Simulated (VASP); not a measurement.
Runs of VASP 6.6.1 on P. The structure is that of space group Pm-3m (No. 221), or close to it. The cells are those of the table. 

| task | cell | k mesh | cutoff (eV) | gap on the mesh (eV) | pressure (GPa) |
| --- | --- | --- | --- | --- | --- |
| single point | a = 2.350 Å, 1 atom | 14 × 14 × 14 | 520 | none | 19.0 |
| relaxation of cell and atoms | relaxed from a = 2.543 Å, 1 atom | 12 × 12 × 12 | 600 | none | -0.1 |
| single point | a = 2.547 Å, 1 atom | 14 × 14 × 14 | 520 | none | (c) |
| single point | a = 2.420 Å, 1 atom | 14 × 14 × 14 | 520 | none | (a) |
| single point | a = 2.453 Å, 1 atom | 12 × 12 × 12 | 520 | none | -0.6 |
| single point | a = 2.453 Å, 1 atom | 14 × 14 × 14 | 520 | none | (b) |
| single point | a = 2.485 Å, 1 atom | 14 × 14 × 14 | 520 | none | -3.4 |
| single point | a = 2.386 Å, 1 atom | 14 × 14 × 14 | 520 | none | 11.0 |
| single point | a = 2.517 Å, 1 atom | 14 × 14 × 14 | 520 | none | -6.7 |
| single point | a = 2.453 Å, 1 atom | 21 × 21 × 21 | 520 | none | 0.0 |

Alike in all rows: level revPBE; potentials or basis VASP PAW PBE potentials, release 64 (P); no spin polarisation; smearing fermi-dirac 0.1 eV.

Fill in the values left out.

(a) 4.9; (b) 0.3; (c) -9.4.

Caveats: the PAW data sets were made with another functional, which shifts forces and pressure a little.

A gap of «none» marks levels without a gap at the run's occupations.
